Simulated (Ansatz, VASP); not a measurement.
**Two plane-wave programs on SnTe**

```
Sn Te
1.0
     4.39894    0.00000    0.00000
    -2.19947    3.80960    0.00000
     0.00000    0.00000    8.34963
Sn Te
2 2
Direct
  0.00000 0.00000 0.97631
  0.00000 0.00000 0.47631
  0.33333 0.66667 0.77363
  0.66667 0.33333 0.27363
```

Change from the starting cell: the structure that the rattled cell fell into.

Alike in both runs: functional PBE; k mesh 12 × 12 × 6; occupations gaussian, width 0.1 eV; no spin polarisation.

Ansatz relaxed the structure, and its values are those at the end. VASP's run is a single point on that final structure, the one shown.

|  | VASP | Ansatz |
| --- | --- | --- |
| version | VASP 6.6.1 | Ansatz 0.2.0 |
| potentials or method | VASP PAW PBE potentials, release 64 (Sn_d, Te), cutoff 520 eV | scalar-relativistic, plane waves, PAW |
| valence electrons in the cell | 40 | 60 |

Ansatz gave:

| Quantity | Value |
| --- | --- |
| gap on the k mesh at the Fermi level (eV) | none |
| pressure (GPa) | 0.0 |
| rms of the force components (eV/Å) | 0.002 |

Question: Estimate VASP's values.

Answer: gap on the k mesh at the Fermi level (eV): none; pressure (GPa): 0.0; rms of the force components (eV/Å): 0.010.

A gap of «none» marks a metal or a gap that the smearing closes. VASP's potentials hold 40 valence electrons a cell and Ansatz's 60, so a difference there can come from the potentials and not from the codes.

Neither program's run includes spin-orbit coupling.
